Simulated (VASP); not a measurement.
Write the native input for VASP 6.6.1 that does the following.

| Item | Value |
| --- | --- |
| Task | single point |
| Functional | LDA |
| Potentials or basis | VASP PAW LDA potentials, release 64 (Sr_sv) |
| Cutoff | 520 eV |
| k mesh | 10 × 10 × 10 |
| Occupations | fermi-dirac, width 0.05 eV |
| Spin | no spin polarisation |
| Dipole correction | no |
| Further INCAR settings | ALGO = Normal; EDIFF = 1e-06; NBANDS = 11 |

The structure of Sr lies in POSCAR:

```
Sr
1.0
    2.8927394706      0.0000000000      0.0000000000
    0.0000000000      2.8927394706      0.0000000000
    0.0000000000      0.0000000000      2.8927394706
Sr
1
Direct
    0.0000000000      0.0000000000      0.0000000000
```

This isn't the form of Sr at room conditions, which is fcc.

One way to write it, as run:

INCAR

```
SYSTEM = Sr
PREC = Accurate
ENCUT = 520
EDIFF = 1E-6
ISMEAR = -1
SIGMA = 0.05
LREAL = .False.
LASPH = .True.
NELM = 60
ALGO = Normal
ISIF = 2
LWAVE = .False.
LCHARG = .False.
GGA = CA
NBANDS = 11
```

KPOINTS

```
regular mesh
0
Gamma
  10 10 10
  0 0 0
```

Potentials or basis: VASP PAW LDA potentials, release 64 (Sr_sv).

Command:

```sh
$ cat potpaw_LDA.64/Sr_sv/POTCAR > POTCAR
$ mpirun -np 1 vasp_std > vasp.out
```

It gave:

```yaml
Pressure: 24.1 GPa
Band_gap_on_the_k_mesh: zero (bands 5 and 6 overlap by 1.36 eV)
```

Caveat: the cell stands under pressure.

It took 16 s on 1 thread of AMD EPYC 7R13, with other jobs on the host, peak memory 0.11 GiB.
